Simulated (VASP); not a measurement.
GaP (ordered beta-tin type): relaxation of cell and atoms with PBEsol

GaP (ordered beta-tin type):

```
Ga P
1.0
    -2.37500    2.37500    1.27500
     2.37500   -2.37500    1.27500
     2.37500    2.37500   -1.27500
Ga P
1 1
Direct
  0.00000 0.00000 0.00000
  0.75000 0.25000 0.50000
```

| Quantity | Value |
| --- | --- |
| Program | VASP 6.6.1 |
| Task | relaxation of cell and atoms |
| Functional | PBEsol |
| Potentials or basis | VASP PAW PBE potentials, release 64 (Ga_d, P) |
| Cutoff | 600 eV |
| k mesh | 16 × 16 × 16 |
| Occupations | gaussian, width 0.1 eV |
| Spin | no spin polarisation |
| Target pressure | 30.7 GPa |
| Dipole correction | no |
| Further INCAR settings | ALGO = Normal; EDIFF = 1e-06; IBRION = 2; EDIFFG = -0.005; NSW = 80; ISIF = 3 |

```json
{
  "Relaxed volume": "13.00 Å³/atom",
  "Relaxed cell": "a = 3.458 Å, b = 3.458 Å, c = 3.458 Å, α = 97.52°, β = 97.52°, γ = 137.58°",
  "Space group after relaxing (to 0.1 Å)": "I-4m2 (No. 119)",
  "Energy change on relaxing (the run minimises the enthalpy)": "+175.2 meV/atom",
  "Ionic steps": "12",
  "Pressure after relaxing": "30.7 GPa",
  "Band gap on the k mesh": "zero (bands 9 and 10 overlap by 6.86 eV)"
}
```

Step by step:
```tsv
step	energy change (eV)	largest force (eV/Å)	pressure (GPa)	volume (Å³)
1	0.0000	0.0000	12.06	28.77
2	1.5026	0.0000	75.49	22.35
3	0.3367	0.0000	30.39	26.08
4	0.3464	0.0000	30.36	26.03
5	0.8093	0.0000	49.65	24.14
6	0.3564	0.0000	30.63	25.98
7	0.3668	0.0000	31.26	25.93
8	0.3629	0.0000	31.25	25.94
9	0.3619	0.0000	31.25	25.94
10	0.3620	0.0000	31.23	25.94
11	0.3327	0.0000	29.80	26.09
12	0.3504	0.0000	30.71	26.00
```

Final structure:
```
Ga P
1.0
    -2.27941    2.27941    1.25097
     2.27941   -2.27941    1.25097
     2.27941    2.27941   -1.25097
Ga P
1 1
Cartesian
  0.0000 0.0000 0.0000
  0.0000 2.2794 0.6255
```

Levels at points of the mesh, in eV from the Fermi level:
| k point | band 7 | band 8 | band 9 | band 10 | band 11 | band 12 |
| --- | --- | --- | --- | --- | --- | --- |
| (0.00, 0.00, 0.00) | -3.57 | -3.57 | -2.19 | 2.40 | 6.80 | 10.41 |
| (0.50, 0.00, 0.00) | -7.97 | -2.97 | -2.43 | -1.31 | 1.71 | 5.05 |
| (0.50, 0.50, 0.00) | -11.33 | -1.00 | 1.82 | 2.14 | 3.91 | 5.99 |
| (0.50, 0.50, 0.50) | -8.21 | -8.21 | -7.45 | 5.19 | 7.00 | 13.99 |

It took 30 min on 1 thread of Intel Xeon 8259CL, with other jobs on the host, peak memory 0.34 GiB.

Caveat: the cell is relaxed towards a set pressure, so the run minimises the enthalpy, not the energy; the PAW data sets were made with another functional, which shifts forces and pressure a little.
